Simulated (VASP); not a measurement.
Crystal: Ge2Sb2O.

```
Ge Sb O
1.0
     3.78313    0.00000    0.00000
     0.00000    3.78313    0.00000
     0.00000    0.00000    7.21867
Ge Sb O
2 2 1
Direct
  0.50000 0.50000 0.20855
  0.50000 0.50000 0.79145
  0.00000 0.00000 0.00000
  0.00000 0.00000 0.50000
  0.50000 0.50000 0.50000
```

The cell was generated, and may not be a known phase.

```yaml
Program: VASP 6.6.1
Task: relaxation of cell and atoms
Functional: PBE
Potentials_or_basis: VASP PAW PBE potentials, release 64 (Ge_d, Sb, O)
Cutoff: 600 eV
k_mesh: 4 × 4 × 4
Occupations: gaussian, width 0.1 eV
Spin: no spin polarisation
```

At the start: pressure -0.0 GPa; volume 20.66 Å³/atom.

Task: Where does the relaxation end?

Result: Over 23 steps the energy falls by 76.9 meV/atom and the volume is 20.62 Å³/atom (-0.2 %); space group P4/mmm (No. 123, to 0.1 Å) before and after.

Step by step:
```
step  energy change (eV)  largest force (eV/Å)  pressure (GPa)  volume (Å³)
   1              0.0000                0.3212           -0.01       103.31
   2             -0.0336                0.1900           -0.34       103.28
   3             -0.0981                0.3254           -0.45       103.10
   4             -0.1033                0.4782           -0.24       102.99
   5             -0.1309                0.3597           -0.10       102.68
   6             -0.2185                0.0659            0.24       101.59
   7             -0.3011                0.2495            2.75        98.68
   8             -0.2951                0.2915            4.17        97.47
   9             -0.3041                0.3471            3.33        98.16
  10             -0.3025                0.3257            3.72        97.82
  11             -0.3117                0.2825            3.61        98.14
  12             -0.3134                0.2204            3.50        98.62
  13             -0.3146                0.2412            3.52        98.45
  14             -0.3271                0.2413            3.05        99.02
  15             -0.3544                0.2412            1.68       100.72
  16             -0.3669                0.2301           -0.76       104.18
  17             -0.3689                0.2348           -0.15       103.24
  18             -0.3701                0.2242           -0.14       103.25
  19             -0.3735                0.1930           -0.14       103.25
  20             -0.3787                0.1326           -0.13       103.27
  21             -0.3833                0.0216           -0.09       103.29
  22             -0.3834                0.0065           -0.09       103.30
  23             -0.3845                0.0004            0.00       103.09
```

Final structure:
```cif
data_structure
_symmetry_space_group_name_H-M 'P 1'
_symmetry_Int_Tables_number 1
_cell_length_a 3.3859
_cell_length_b 3.3859
_cell_length_c 8.9922
_cell_angle_alpha 90.000
_cell_angle_beta 90.000
_cell_angle_gamma 90.000
_cell_volume 103.09
loop_
_atom_site_label
_atom_site_type_symbol
_atom_site_fract_x
_atom_site_fract_y
_atom_site_fract_z
_atom_site_occupancy
Ge1 Ge 0.50000 0.50000 0.22263 1
Ge2 Ge 0.50000 0.50000 0.77737 1
Sb1 Sb 0.00000 0.00000 0.00000 1
Sb2 Sb 0.00000 0.00000 0.50000 1
O1 O 0.50000 0.50000 0.50000 1
```

Caveat: the k points lie up to 0.46 Å⁻¹ apart in the final cell, too coarse for converged energies and pressures of a metal; a cell axis changed by over 15 % at a fixed basis, so the end point is rough.
